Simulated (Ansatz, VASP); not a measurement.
Na: VASP beside Ansatz

The input INCAR:

```
SYSTEM = Na
  PREC = Accurate
  ENCUT = 520
  EDIFF = 1E-8
  ISMEAR = -1
  SIGMA = 0.08
  LREAL = .False.
  LASPH = .True.
  NELM = 100
  ALGO = Normal
  ISIF = 2
  LWAVE = .False.
  LCHARG = .False.
  GGA = PE
  LEFG = .True.
  NBANDS = 10
```

The input KPOINTS:

```
regular mesh
0
Gamma
  13 13 13
  0 0 0
```

POSCAR

```
Na
1.0
   -2.1318267387      2.1318267387      2.1318267387
    2.1318267387     -2.1318267387      2.1318267387
    2.1318267387      2.1318267387     -2.1318267387
Na
1
Direct
    0.0000000000      0.0000000000      0.0000000000
```

Input for Ansatz:

```yaml
crystal:
  lattice:
    - [-2.1318267387, 2.1318267387, 2.1318267387]
    - [2.1318267387, -2.1318267387, 2.1318267387]
    - [2.1318267387, 2.1318267387, -2.1318267387]
  atoms:
    - { symbol: Na, position: [0.0, 0.0, 0.0] }
kpoints:
  mp_grid: { grid: [13, 13, 13] }
scf:
  occupations: { method: fermi_dirac, width: 0.08 }
hamiltonian:
  xc: pbe
  pseudopotentials: { kind: all_electron, datasets: crystal }
output:
  forces: true
  stress: true
  eigenvalues: true
  efg: { contact_densities: true }
```

Change from the starting cell: volume scaled by 1.05, crystal datasets.

Alike in both runs: task electric field gradients; functional PBE; k mesh 13 × 13 × 13; occupations fermi-dirac, width 0.08 eV; no spin polarisation.

```csv
,VASP,Ansatz
version,VASP 6.6.1,Ansatz 0.2.0
potentials or method,"VASP PAW PBE potentials, release 64 (Na_pv), cutoff 520 eV","all-electron PAW with datasets made for the crystal, scalar-relativistic"
```

|  | VASP | Ansatz | Ansatz less VASP |
| --- | --- | --- | --- |
| pressure (GPa) | -0.3 | -0.3 | +0.01 |

Ansatz ran all-electron here, and VASP with PAW potentials.
